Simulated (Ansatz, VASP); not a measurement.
# PdRh6 in VASP and in Ansatz

```
Pd Rh
1.0
     2.70960    0.00000    0.00000
     0.00000    3.83195    0.00000
     0.00000    0.00000   24.12880
Pd Rh
1 6
Direct
  0.00000 0.00000 0.33635
  0.50000 0.50000 0.38637
  0.00000 0.00000 0.44476
  0.50000 0.50000 0.50000
  0.00000 0.00000 0.55524
  0.50000 0.50000 0.61363
  0.00000 0.00000 0.66365
```

Alike in both runs: task single point; functional PBE; k mesh 12 × 9 × 1; occupations fermi-dirac, width 0.1 eV; no spin polarisation.

```csv
,VASP,Ansatz
version,VASP 6.6.1,Ansatz 0.2.0
potentials or method,"VASP PAW PBE potentials, release 64 (Pd, Rh_pv), cutoff 520 eV","all-electron LAPW, scalar-relativistic"
```

```csv
,VASP,Ansatz,Ansatz less VASP
rms of the force components (eV/Å),0.304,0.307,+0.0030
```

Atom by atom the forces differ by 0.004 eV/Å (rms over components). Ansatz ran all-electron here, and VASP with PAW potentials.
